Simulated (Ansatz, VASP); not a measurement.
# BeZn2Se3 in VASP and in Ansatz

```
CELL_PARAMETERS angstrom
6.77294 0.00000 0.00000
-3.38647 5.86554 0.00000
0.00000 0.00000 6.44660
ATOMIC_POSITIONS crystal
Be 0.66667 0.33333 0.49961
Be 0.33333 0.66667 0.49961
Zn 0.34155 0.34155 0.00333
Zn 0.00000 0.65845 0.00333
Zn 0.65845 0.00000 0.00333
Zn 0.00000 0.00000 0.49944
Se 0.35784 0.35784 0.38679
Se 0.00000 0.64216 0.38679
Se 0.64216 0.00000 0.38679
Se 0.66667 0.33333 0.84885
Se 0.33333 0.66667 0.84885
Se 0.00000 0.00000 0.88329
```

Alike in both runs: functional PBE; k mesh 6 × 6 × 4; occupations gaussian, width 0.02 eV; no spin polarisation.

Ansatz relaxed the structure, and its values are those at the end. VASP's run is a single point on that final structure, the one shown.

|  | VASP | Ansatz |
| --- | --- | --- |
| version | VASP 6.6.1 | Ansatz 0.2.0 |
| potentials or method | VASP PAW PBE potentials, release 64 (Be, Zn, Se), cutoff 520 eV | scalar-relativistic, plane waves, PAW |
| valence electrons in the cell | 88 | 148 |

```csv
,VASP,Ansatz,Ansatz less VASP
gap on the k mesh at the Fermi level (eV),1.86,1.86,-0.001
least direct gap on the mesh (eV),1.86,1.86,-0.001
pressure (GPa),0.2,0.0,-0.20
rms of the force components (eV/Å),0.004,0.001,-0.0027
```

VASP's potentials hold 88 valence electrons a cell and Ansatz's 148, so a difference there can come from the potentials and not from the codes.
